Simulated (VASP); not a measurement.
# GdO (F-43m) in VASP: notebook

The runs below take GdO through single point, with LDA, r2SCAN.

All numbers are computed with VASP 6.6.1; they aren't measurements. Logs are shortened: lines on timing, memory, paths and dates and some standing lists are left out, and cuts for length are marked.

**1. The cell of the first run**

It takes space group F-43m (No. 216, cubic). The conventional cell has a = 5.436 Å, b = 5.436 Å, c = 5.436 Å, α = 90.00°, β = 90.00°, γ = 90.00°. Within 3.1 Å of Gd (site symmetry -43m) lie 4 O at 2.35 Å. Within 3.1 Å of O (site symmetry -43m) lie 4 Gd at 2.35 Å.

**2. Single point, LDA, collinear spin, ferromagnetic start**

Input file INCAR:

```
SYSTEM = GdO
ALGO = Normal ; EDIFF = 1E-6
ENCUT = 520 ; GGA = CA
ISIF = 2 ; ISMEAR = -1
ISPIN = 2 ; LASPH = .TRUE.
LCHARG = .FALSE. ; LMAXMIX = 6
LORBIT = 11 ; LREAL = .FALSE.
LWAVE = .FALSE. ; MAGMOM = 7 0
NBANDS = 23 ; NELM = 150
PREC = Accurate ; SIGMA = 0.05
```

Input file KPOINTS:

```
k-points
0
G
  9 9 9
  0 0 0
```

Input file POSCAR:

```
GdO
1.0
    0.0000000000      2.7178813158      2.7178813158
    2.7178813158      0.0000000000      2.7178813158
    2.7178813158      2.7178813158      0.0000000000
Gd O
1 1
Direct
    0.0000000000      0.0000000000      0.0000000000
    0.7500000000      0.7500000000      0.7500000000
```

Potentials or basis: VASP PAW PBE potentials, release 64 (Gd, O).

The run is started by

```
$ cat potpaw_PBE.64/Gd/POTCAR potpaw_PBE.64/O/POTCAR > POTCAR
$ mpirun -np 1 vasp_std > vasp.out
```

OUTCAR:

```text
SYSTEM = GdO
   EDIFF = 1E-6
   ENCUT = 520
   GGA = CA
   ISIF = 2
   ISMEAR = -1
   ISPIN = 2
   LASPH = .TRUE.
   LORBIT = 11
   LREAL = .FALSE.
   NELM = 150
   PREC = Accurate

 ion  position               nearest neighbor table
   1  0.000  0.000  0.000-   2 2.35   2 2.35   2 2.35   2 2.35
   2  0.750  0.750  0.750-   1 2.35   1 2.35   1 2.35   1 2.35

  LATTYP: Found a face centered cubic cell.
 ALAT       =     5.4357626316

  Lattice vectors:

 A1 = (   0.0000000000,   2.7178813158,   2.7178813158)
 A2 = (   2.7178813158,   0.0000000000,   2.7178813158)
 A3 = (   2.7178813158,   2.7178813158,   0.0000000000)

Analysis of symmetry for initial positions (statically):
=====================================================================
 Subroutine PRICEL returns:
 Original cell was already a primitive cell.

 Routine SETGRP: Setting up the symmetry group for a
 face centered cubic supercell.

 Subroutine GETGRP returns: Found 24 space group operations
 (whereof 24 operations were pure point group operations)
 out of a pool of 48 trial point group operations.

The static configuration has the point symmetry T_d .

Analysis of symmetry for dynamics (positions and initial velocities):
=====================================================================
 Subroutine PRICEL returns:
 Original cell was already a primitive cell.

 Routine SETGRP: Setting up the symmetry group for a
 face centered cubic supercell.

 Subroutine GETGRP returns: Found 24 space group operations
 (whereof 24 operations were pure point group operations)
 out of a pool of 48 trial point group operations.

The dynamic configuration has the point symmetry T_d .

Analysis of structural, dynamic, and magnetic symmetry:
=====================================================================
 Subroutine PRICEL returns:
 Original cell was already a primitive cell.

 Routine SETGRP: Setting up the symmetry group for a
 face centered cubic supercell.

 Subroutine GETGRP returns: Found 24 space group operations
 (whereof 24 operations were pure point group operations)
 out of a pool of 48 trial point group operations.

The overall configuration has the point symmetry T_d .

 Subroutine INISYM returns: Found 24 space group operations
 (whereof 24 operations are pure point group operations),
 and found     1 'primitive' translations

----------------------------------------------------------------------------------------

                                     Primitive cell

  volume of cell :      40.1533

  direct lattice vectors                    reciprocal lattice vectors
     0.000000000  2.717881316  2.717881316    -0.183966826  0.183966826  0.183966826
     2.717881316  0.000000000  2.717881316     0.183966826 -0.183966826  0.183966826
     2.717881316  2.717881316  0.000000000     0.183966826  0.183966826 -0.183966826

  length of vectors
     3.843664618  3.843664618  3.843664618     0.318639890  0.318639890  0.318639890

  position of ions in fractional coordinates (direct lattice)
     0.000000000  0.000000000  0.000000000
     0.750000000  0.750000000  0.750000000

  ion indices of the primitive-cell ions
   primitive index   ion index
                 1           1
                 2           2

----------------------------------------------------------------------------------------

 KPOINTS: k-points

Automatic generation of k-mesh.
 Grid dimensions read from file:
 generate k-points for:    9    9    9

 Generating k-lattice:

  Cartesian coordinates                     Fractional coordinates (reciprocal lattice)
    -0.020440758  0.020440758  0.020440758     0.111111111  0.000000000  0.000000000
     0.020440758 -0.020440758  0.020440758     0.000000000  0.111111111  0.000000000
     0.020440758  0.020440758 -0.020440758     0.000000000  0.000000000  0.111111111

  Length of vectors
     0.035404432  0.035404432  0.035404432

  Shift w.r.t. Gamma in fractional coordinates (k-lattice)
     0.000000000  0.000000000  0.000000000

 Subroutine IBZKPT returns following result:
 ===========================================

 Found     35 irreducible k-points:

 Following reciprocal coordinates:
            Coordinates               Weight
  0.000000  0.000000  0.000000      1.000000
  0.111111  0.000000  0.000000      8.000000
  0.222222  0.000000  0.000000      8.000000
  0.333333  0.000000  0.000000      8.000000
  0.444444  0.000000  0.000000      8.000000
  0.111111  0.111111  0.000000      6.000000
[... 16 lines left out ...]
 -0.333333  0.333333  0.000000     12.000000
  0.444444  0.444444  0.000000      6.000000
 [... further k-points ...]
   k-points           NKPTS =     35   k-points in BZ     NKDIM =     35   number of bands    NBANDS=     23
   number of dos      NEDOS =    301   number of ions     NIONS =      2
   total plane-waves  NPLWV =  27000
   dimension x,y,z NGX =    30 NGY =   30 NGZ =   30
   dimension x,y,z NGXF=    60 NGYF=   60 NGZF=   60
   ions per type =               1   1
   NGX,Y,Z   is equivalent  to a cutoff of  12.98, 12.98, 12.98 a.u.
   NGXF,Y,Z  is equivalent  to a cutoff of  25.95, 25.95, 25.95 a.u.
 SYSTEM =  GdO
   PREC   = accura    normal or accurate (medium, high low for compatibility)
   ISTART =      0    job   : 0-new  1-cont  2-samecut
   ICHARG =      2    charge: 1-file 2-atom 10-const
   ISPIN  =      2    spin polarized calculation?
   LNONCOLLINEAR =      F non collinear calculations
   LSORBIT =      F    spin-orbit coupling
   LASPH  =      T    aspherical Exc in radial PAW
   ENCUT  =  520.0 eV  38.22 Ry    6.18 a.u.   7.15  7.15  7.15*2*pi/ulx,y,z
   NELM   =    150;   NELMIN=  2; NELMDL= -5     # of ELM steps
   EDIFF  = 0.1E-05   stopping-criterion for ELM
   LREAL  =      F    real-space projection
   EDIFFG = 0.1E-04   stopping-criterion for IOM
   NSW    =      0    number of steps for IOM
   IBRION =     -1    ionic relax: 0-MD 1-quasi-New 2-CG
   NFREE  =      0    steps in history (QN), initial steepest desc. (CG)
   ISIF   =      2    stress and relaxation
   ISYM   =      2    0-nonsym 1-usesym 2-fastsym
   POTIM  = 0.5000    time-step for ionic-motion
   TEBEG  =    0.0;   TEEND  =   0.0 temperature during run
   PSTRESS=    0.0 pullay stress
   NELECT =      24.0000    total number of electrons
   NUPDOWN=      -1.0000    fix difference up-down
   EMIN   =  10.00;   EMAX   =-10.00  energy-range for DOS
   EFERMI =   0.00;   METHOD = LEGACY
   ISMEAR =    -1;   SIGMA  =   0.05  broadening in eV -4-tet -1-fermi 0-gaus
   EFERMI_NEDOS =   21; number of points for ismear=-14 and -15
   IALGO  =     38    algorithm
   IMIX   =      4    mixing-type and parameters
     AMIX     =   0.40;   BMIX     =  1.00
     AMIX_MAG =   1.60;   BMIX_MAG =  1.00
  volume/ion in A,a.u.               =      20.08       135.48
  Fermi-wavevector in a.u.,A,eV,Ry     =   1.379023  2.605975 25.874250  1.901704
  Thomas-Fermi vector in A             =   2.504030
   LORBIT       =     11    0 simple, 1 ext, 2 COOP (PROOUT), +10 PAW based schemes
   GGA     = CA    functional components
   LHFCALC =     F    Hartree Fock is set to
   AEXX    =    0.0000 exact exchange contribution
   IVDW    =     0    specifies the selected vdW correction
   LEPSILON=     F    determine dielectric tensor
   LRPA    =     F    only Hartree local field effects (RPA)
 spin polarized calculation
  energy-cutoff  :      520.00
  volume of cell :       40.15
 maximum number of plane-waves:      1092
 NGX is ok and might be reduce to    30
   NGX = 15   NGY = 15   NGZ = 15

 number of electron      23.9999988 magnetization       6.8586248

 Free energy of the ion-electron system (eV)
  ---------------------------------------------------
  ext. energy  EPLUGINS =         0.00000000
  ---------------------------------------------------
  free energy    TOTEN  =       -22.87712326 eV

  energy without entropy =      -22.84724914  energy(sigma->0) =      -22.86218620

 E-fermi :   3.6259     XC(G=0): -10.4312

 val. band max:        3.6255075301   @ k =   0.4444   0.4444   0.0000
 cond. band min:       3.6352570397   @ k =  -0.4444   0.1111   0.0000
 fundamental gap:      0.0097495096
 Fermi energy:         3.6258679181

 spin component 1

 k-point     1 :       0.0000    0.0000    0.0000
  band No.  band energies     occupation
      1     -41.1770      1.00000
      2     -18.6832      1.00000
      3     -18.6832      1.00000
      4     -18.6832      1.00000
      5     -15.4497      1.00000
      6      -2.1639      1.00000
[... 15 lines left out ...]
     22      15.0646      0.00000
     23      15.0693      0.00000
[... 575 lines left out ...]
      1     -41.1288      1.00000
      2     -19.6580      1.00000
      3     -18.8755      1.00000
      4     -18.8755      1.00000
      5     -14.4493      1.00000
      6      -2.7059      1.00000
[... 15 lines left out ...]
     22      12.9129      0.00000
     23      13.9638      0.00000

 [... further k-points ...]

 spin component 2

 k-point     1 :       0.0000    0.0000    0.0000
  band No.  band energies     occupation
      1     -38.4152      1.00000
      2     -16.6303      1.00000
      3     -16.6303      1.00000
      4     -16.6303      1.00000
      5     -15.4645      1.00000
      6      -1.9656      1.00000
[... 15 lines left out ...]
     22      15.4303      0.00000
     23      15.5629      0.00000
[... 575 lines left out ...]
      1     -38.3511      1.00000
      2     -18.2202      1.00000
      3     -16.8780      1.00000
      4     -16.8780      1.00000
      5     -13.9114      1.00000
      6      -2.5242      1.00000
[... 15 lines left out ...]
     22      13.6982      0.00000
     23      14.4887      0.00000

 [... further k-points ...]

------------------------ aborting loop because EDIFF is reached ----------------------------------------

  FORCE on cell =-STRESS in cart. coord.  units (eV):
  Direction    XX          YY          ZZ          XY          YZ          ZX
  --------------------------------------------------------------------------------------
  -------------------------------------------------------------------------------------
  Total       -2.2309957     -2.2309957     -2.2309957      0.0000000      0.0000000      0.0000000
  in kB      -89.0200559    -89.0200559    -89.0200559      0.0000000      0.0000000      0.0000000
  external PRESSURE =     -89.0200559 kB  Pullay stress =       0.0000000 kB

 VOLUME and BASIS-vectors are now :
 -----------------------------------------------------------------------------
  energy-cutoff  :      520.00
  volume of cell :       40.15
      direct lattice vectors                 reciprocal lattice vectors
     0.000000000  2.717881316  2.717881316    -0.183966826  0.183966826  0.183966826
     2.717881316  0.000000000  2.717881316     0.183966826 -0.183966826  0.183966826
     2.717881316  2.717881316  0.000000000     0.183966826  0.183966826 -0.183966826

 POSITION                                       TOTAL-FORCE (eV/Angst)
 -----------------------------------------------------------------------------------
      0.00000      0.00000      0.00000        -0.000000      0.000000     -0.000000
      4.07682      4.07682      4.07682         0.000000     -0.000000      0.000000
 -----------------------------------------------------------------------------------
    total drift:                               -0.000000     -0.000000      0.000000

  FREE ENERGIE OF THE ION-ELECTRON SYSTEM (eV)
  ---------------------------------------------------
  free  energy   TOTEN  =       -22.8771232596 eV

  energy  without entropy=      -22.8472491417  energy(sigma->0) =      -22.86218620

 total charge

# of ion       s       p       d       f       tot
--------------------------------------------------
    1        2.027   5.594   0.441   7.159  15.222
    2        1.555   3.390   0.000   0.000   4.945
--------------------------------------------------
tot          3.581   8.985   0.441   7.159  20.167

 magnetization (x)

# of ion       s       p       d       f       tot
--------------------------------------------------
    1       -0.005  -0.052   0.085   6.617   6.645
    2       -0.003  -0.051   0.000   0.000  -0.053
--------------------------------------------------
tot         -0.008  -0.103   0.085   6.617   6.592
```

Wall time 2.7 min (1 thread of Intel Xeon Platinum 8259CL at 2.50GHz (Skylake/Cascade Lake), shared host); peak memory 0.2 GiB.

Results:

```yaml
Free_energy: -22.8771 eV
Pressure: -8.9 GPa
Net_moment: 6.86 μB per cell
Site_moments: Gd +6.64; O -0.05 μB
Valence_electrons_inside_the_program's_atomic_spheres: Gd 15.22; O 4.95
```

Caveat: the cell stands under tension; the PAW data sets were made with another functional, which shifts forces and pressure a little; spin-orbit coupling is left out, which moves the levels of the heavy elements; a cell with one magnetic atom can't hold antiferromagnetic order, which such compounds often take; semilocal functionals describe open f shells poorly, which spoils levels, moments and volumes.

[end of part 1 of 3]
